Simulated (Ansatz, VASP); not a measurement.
Ag3BiAs: VASP beside Ansatz

Contents of INCAR:

```
ALGO     = Fast           # electronic algorithm
EDIFF    = 1E-7           # SCF threshold, eV
EDIFFG   = -0.08          # ionic threshold
ENCUT    = 600            # plane-wave cutoff, eV
GGA      = PE             # functional
IBRION   = 2              # ionic algorithm
ISIF     = 3              # what is computed and relaxed
ISMEAR   = 0              # smearing method
LASPH    = T              # aspherical terms in the spheres
LCHARG   = F              # write CHGCAR
LREAL    = F              # projectors in reciprocal space
LWAVE    = F              # write WAVECAR
NELM     = 60             # most SCF steps
NSW      = 36             # ionic steps
PREC     = Accurate       # precision mode
SIGMA    = 0.2            # smearing width, eV
```

Contents of KPOINTS:

```
k-points
0
Gamma
  3 3 3
```

Contents of POSCAR:

```
Ag3BiAs
1.0
    6.7643854200      0.0000000000      0.0000000000
    0.0000000000      6.7643854200      0.0000000000
    0.0000000000      0.0000000000      6.1911206000
Ag Bi As
6 2 2
Direct
    0.2500000000      0.7500000000      0.5000000000
    0.7500000000      0.2500000000      0.5000000000
    0.7500000000      0.7500000000      0.5000000000
    0.2500000000      0.2500000000      0.5000000000
    0.5000000000      0.5000000000      0.5000000000
    0.0000000000      0.0000000000      0.5000000000
    0.5000000000      0.0000000000      0.0611660600
    0.0000000000      0.5000000000      0.9388339400
    0.5000000000      0.5000000000      0.0000000000
    0.0000000000      0.0000000000      0.0000000000
```

Input for Ansatz:

```yaml
crystal:
  lattice:
    - [6.76438542, 0.0, 0.0]
    - [0.0, 6.76438542, 0.0]
    - [0.0, 0.0, 6.1911206]
  atoms:
    - { symbol: Ag, position: [0.25, 0.75, 0.5] }
    - { symbol: Ag, position: [0.75, 0.25, 0.5] }
    - { symbol: Ag, position: [0.75, 0.75, 0.5] }
    - { symbol: Ag, position: [0.25, 0.25, 0.5] }
    - { symbol: Ag, position: [0.5, 0.5, 0.5] }
    - { symbol: Ag, position: [0.0, 0.0, 0.5] }
    - { symbol: Bi, position: [0.5, 0.0, 0.06116606] }
    - { symbol: Bi, position: [0.0, 0.5, 0.93883394] }
    - { symbol: As, position: [0.5, 0.5, 0.0] }
    - { symbol: As, position: [0.0, 0.0, 0.0] }
basis:
  ecutwfc: 420
kpoints:
  mp_grid: { grid: [3, 3, 3] }
hamiltonian:
  xc: pbe
scf:
  occupations: { method: gaussian, width: 0.2 }
  lower_state_search: "off"
output:
  forces: true
  stress: true
  eigenvalues: true
relax:
  adjacent_minimum: "off"
  f_tol: 0.08
  max_steps: 16
  cell: { stress_tol: 0.8 }
```

Alike in both runs: task relaxation of cell and atoms; functional PBE; k mesh 3 × 3 × 3; occupations gaussian, width 0.2 eV; no spin polarisation.

```csv
,VASP,Ansatz
version,VASP 6.6.1,Ansatz 0.2.0
potentials or method,"VASP PAW PBE potentials, release 64 (Ag, Bi_d, As), cutoff 600 eV","scalar-relativistic, plane waves, PAW"
valence electrons in the cell,106,174
```

VASP gave:

* gap on the k mesh at the Fermi level, each at its own relaxed structure (eV): none
* relaxed volume (Å³/atom): 26.82
* relaxed length of the cell vector where the two differ most in proportion (Å): 5.073

Task: Which values does Ansatz return?

Result: gap on the k mesh at the Fermi level, each at its own relaxed structure (eV): none; relaxed volume (Å³/atom): 26.82; relaxed length of the cell vector where the two differ most in proportion (Å): 5.054.

A gap of «none» marks a metal or a gap that the smearing closes. VASP's potentials hold 106 valence electrons a cell and Ansatz's 174, so a difference there can come from the potentials and not from the codes.

Neither program's run includes spin-orbit coupling.
